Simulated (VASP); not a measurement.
Wanted: the native input for a VASP 6.6.1 run.

* Task: single point
* Functional: PBEsol
* Potentials or basis: VASP PAW PBE potentials, release 64 (Ta_pv, N)
* Cutoff: 520 eV
* k mesh: 1 × 1 × 1
* Occupations: methfessel-paxton, width 0.1 eV
* Spin: no spin polarisation
* Dipole correction: no
* Further INCAR settings: LREAL = Auto; ALGO = Normal; EDIFF = 1e-06; NBANDS = 164

The structure of Ta18N17 (a cell with a defect) lies in POSCAR:

```
Ta18N17
1.0
    7.7675072900      4.4845723700      0.0000000000
   -7.7675072400      4.4845724600      0.0000000000
    0.0000000000      0.0000000000      5.7917586500
Ta N
18 17
Direct
   -0.0036010077     -0.0004836627     -0.0019933496
    0.3348658289      0.6648635924      0.0003394478
    0.6670219113      0.3348782921      0.0002389602
    0.0041803786      0.6715672043      0.2519469626
    0.3154694502      0.3232917816      0.2360303809
    0.6633048314     -0.0020656417      0.2518257559
   -0.0032599315      0.3336932143      0.2489418305
    0.3316541108      0.0035439585      0.2524809973
    0.6639329665      0.6579894938      0.2492331064
   -0.0015433082      0.0008794768      0.4985784413
    0.3376325206      0.6628628601      0.5014483813
    0.6657846712      0.3366502543      0.5088501055
    0.0037950115      0.6716194293      0.7506046544
    0.3329263827      0.3200165803      0.7475914073
    0.6631218317     -0.0027224099      0.7518460736
   -0.0022126542      0.3328078253      0.7473073831
    0.3338473248      0.0010356642      0.7558868151
    0.6622418653      0.6588486316      0.7472429812
    0.1283532793      0.8705925626      0.0010813641
    0.4613867448      0.5249008179     -0.0066411607
    0.7951016874      0.2006967107      0.0006478170
    0.0724473271      0.5385843891     -0.0002399962
    0.4019882174      0.2034565737      0.0088218455
    0.7326730365      0.8628427300     -0.0006034437
    0.1271885476      0.2647458067     -0.0108590506
    0.4629101308      0.9277299129      0.0046269193
    0.7986083536      0.5966939026      0.0022174612
    0.1332025521      0.8732559347      0.5031211029
    0.7950246398      0.2026053709      0.5002116240
    0.0755207142      0.5389570384      0.5006329123
    0.4911055746      0.4601460959      0.4799340180
    0.7302252912      0.8613306774      0.4992386898
    0.1315229905      0.2656678293      0.5001403158
    0.4610314396      0.9269126949      0.5019782722
    0.8078166043      0.6009703266      0.5015429985
```

The input as run:

INCAR

```
SYSTEM = Ta18N17
ALGO     = Normal         ! electronic algorithm
EDIFF    = 1E-6           ! SCF threshold, eV
ENCUT    = 520            ! plane-wave cutoff, eV
GGA      = PS             ! functional
ISIF     = 2              ! what is computed and relaxed
ISMEAR   = 1              ! smearing method
LASPH    = .TRUE.         ! aspherical terms in the spheres
LCHARG   = .FALSE.        ! write CHGCAR
LREAL    = Auto         
LWAVE    = .FALSE.        ! write WAVECAR
NBANDS   = 164            ! bands
NELM     = 100            ! most SCF steps
PREC     = Accurate       ! precision mode
SIGMA    = 0.1            ! smearing width, eV
```

KPOINTS

```
k-points
0
G
  1 1 1
  0 0 0
```

Potentials or basis: VASP PAW PBE potentials, release 64 (Ta_pv, N).

Launch:

```sh
$ cat potpaw_PBE.64/Ta_pv/POTCAR potpaw_PBE.64/N/POTCAR > POTCAR
$ mpirun -np 1 vasp_gam > vasp.out
```

Results of the run:

```yaml
Pressure: -3.4 GPa
Largest_force: 4.431 eV/Å
Band_gap_on_the_k_mesh: zero (an odd number of electrons rules out a gap without spin polarisation)
```

Caveat: the k points lie up to 1.08 Å⁻¹ apart, too coarse for converged energies and pressures of a metal; the PAW data sets were made with another functional, which shifts forces and pressure a little; spin-orbit coupling is left out, which moves the levels of the heavy elements.

Wall time 5.4 min on 1 thread of Intel Xeon 8259CL (shared host), peak memory 0.51 GiB.
